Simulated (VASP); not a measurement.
As, 2 atoms in the cell. It takes space group R-3m (No. 166, trigonal). Conventional cell: a = 3.829 Å, b = 3.829 Å, c = 10.023 Å, α = 90.00°, β = 90.00°, γ = 120.00°. As (site symmetry 3m) has 6 As at 2.62 to 2.93 Å within 3.5 Å.  This cell differs from its parent crystal: strained and its atoms moved.

| Property | Result |
| --- | --- |
| Program | VASP 6.6.1 |
| Task | single point |
| Functional | PBE |
| Potentials or basis | VASP PAW PBE potentials, release 64 (As) |
| Cutoff | 520 eV |
| k mesh | 15 × 15 × 15 |
| Occupations | gaussian, width 0.1 eV |
| Spin | no spin polarisation |
| Dipole correction | no |
| Further INCAR settings | ALGO = Normal; EDIFF = 1e-07; NBANDS = 12 |

Potentials or basis: VASP PAW PBE potentials, release 64 (As).

Launch:

```bash
$ cat potpaw_PBE.64/As/POTCAR > POTCAR
$ mpirun -np 1 vasp_std > vasp.out
```

Hardware: 1 thread of AMD EPYC 7R43 64-Core Processor (Zen 3) (shared host).

Question: Estimate the wall time of this run.

Answer: It took 3.2 min on 1 thread of AMD EPYC 7R43 64-Core Processor (Zen 3) (shared host), peak memory 0.24 GiB. Counts: scf iterations 12, k points 344.
